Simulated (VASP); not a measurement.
A run of VASP 6.6.1 is set up as follows.

INCAR

```
PREC     = Accurate       # precision mode
ENCUT    = 500            # plane-wave cutoff, eV
EDIFF    = 1E-6           # SCF threshold, eV
ISMEAR   = -1             # smearing method
SIGMA    = 0.05           # smearing width, eV
LREAL    = F              # projectors in reciprocal space
LASPH    = T              # aspherical terms in the spheres
NELM     = 120            # most SCF steps
ALGO     = Normal         # electronic algorithm
ISIF     = 2              # what is computed and relaxed
LWAVE    = F              # write WAVECAR
LCHARG   = F              # write CHGCAR
GGA      = PS             # functional
NBANDS   = 13             # bands
GGA_COMPAT= F
```

The input KPOINTS:

```
Automatic mesh
0
Gamma
  18 18 18
```

Contents of POSCAR:

```
W
1.0
    0.0000000000      1.9990931818      1.9990931818
    1.9990931818      0.0000000000      1.9990931818
    1.9990931818      1.9990931818      0.0000000000
W
1
Direct
    0.0000000000      0.0000000000      0.0000000000
```

Potentials or basis: VASP PAW PBE potentials, release 64 (W_sv).

Launch:

```console
$ cat potpaw_PBE.64/W_sv/POTCAR > POTCAR
$ mpirun -np 1 vasp_std > vasp.out
```

Task: Estimate the band gap on the k mesh.

Result: Zero (bands 7 and 8 overlap by 3.81 eV).

Task: Predict the pressure.

Result: 0.7 GPa.

Caveat: the PAW data sets were made with another functional, which shifts forces and pressure a little; spin-orbit coupling is left out, which moves the levels of the heavy elements.
